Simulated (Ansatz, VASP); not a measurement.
Two plane-wave programs on Eu

The input INCAR:

```
SYSTEM = Eu
PREC = Accurate
ENCUT = 520
EDIFF = 1E-6
ISMEAR = -1
SIGMA = 0.01
LREAL = .FALSE.
LASPH = .TRUE.
NELM = 150
ALGO = Normal
ISIF = 2
LWAVE = .FALSE.
LCHARG = .FALSE.
ISPIN = 2
MAGMOM = 7.02
LORBIT = 11
LMAXMIX = 6
GGA = PE
NBANDS = 18
```

KPOINTS

```
regular mesh
0
G
  10 10 10
  0 0 0
```

The input POSCAR:

```
Eu
1.0
   -2.1939508085      2.1939508085      2.1939508085
    2.1939508085     -2.1939508085      2.1939508085
    2.1939508085      2.1939508085     -2.1939508085
Eu
1
Direct
    0.0000000000      0.0000000000      0.0000000000
```

Input for Ansatz:

```yaml
crystal:
  lattice:
    - [-2.1939508085, 2.1939508085, 2.1939508085]
    - [2.1939508085, -2.1939508085, 2.1939508085]
    - [2.1939508085, 2.1939508085, -2.1939508085]
  atoms:
    - { symbol: Eu, position: [0.0, 0.0, 0.0], spin: 7.02 }
hamiltonian:
  xc: pbe
  pseudopotentials:
    kind: paw
    azcp:
      Eu: "pseudopotentials/Eu.paw.azcp"
basis:
  ecutwfc: 420
  fft_grid_basis: typed
kpoints:
  mp_grid: { grid: [10, 10, 10], shift: [0, 0, 0] }
magnetization:
  spin_polarized: true
scf:
  occupations: { method: fermi_dirac, width: 0.01 }
  lower_state_search: "off"
output:
  stress: true
```

Alike in both runs: task single point; functional PBE; k mesh 10 × 10 × 10; occupations fermi-dirac, width 0.01 eV; collinear spin.

|  | VASP | Ansatz |
| --- | --- | --- |
| version | VASP 6.6.1 | Ansatz 0.2.0 |
| potentials or method | VASP PAW PBE potentials, release 64 (Eu), cutoff 520 eV | plane waves (420 eV) with PAW, scalar-relativistic |
| valence electrons in the cell | 17 | 17 |

|  | VASP | Ansatz | Ansatz less VASP |
| --- | --- | --- | --- |
| pressure (GPa) | -0.3 | -0.1 | +0.15 |
| net moment per atom (μB) | 7.37 | 7.27 | -0.097 |
| size of the moment on the site where the two differ most (μB) | 6.69 | 7.02 | +0.328 |

Site moments also hang on the region over which each program counts them.

Neither program's run includes spin-orbit coupling.
